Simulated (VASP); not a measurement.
Here is a VASP 6.6.1 calculation.

File INCAR:

```
PREC = Accurate
ENCUT = 520
EDIFF = 1E-8
ISMEAR = -1
SIGMA = 0.05
LREAL = F
LASPH = T
NELM = 60
ALGO = Normal
ISIF = 2
LWAVE = F
LCHARG = T
GGA = PS
IBRION = 8
NSW = 1
```

The input KPOINTS:

```
regular mesh
0
Gamma
  6 6 6
```

File POSCAR:

```
InSb3
1.0
    0.0000000000      3.7945550000      3.7945550000
    3.7945550000      0.0000000000      3.7945550000
    3.7945550000      3.7945550000      0.0000000000
Sb In
3 1
Direct
    0.5000000000      0.5000000000      0.5000000000
    0.7500000000      0.7500000000      0.7500000000
    0.2500000000      0.2500000000      0.2500000000
    0.0000000000      0.0000000000      0.0000000000
```

Potentials or basis: VASP PAW PBE potentials, release 64 (Sb, In_d).

Launch:

```bash
$ cat potpaw_PBE.64/Sb/POTCAR potpaw_PBE.64/In_d/POTCAR > POTCAR
$ mpirun -np 1 vasp_std > vasp.out
```

Question: What does it give for the highest phonon frequency at Γ, LO-TO splitting left out?

Answer: 70 cm⁻¹.

Phonon frequencies in cm⁻¹ (negative: imaginary):
| q point | frequencies |
| --- | --- |
| (0.000, 0.000, 0.000) | 0 0 0 16 16 16 54 54 54 70 70 70 |

Caveat: the cell stands under pressure or tension, which shifts response properties.
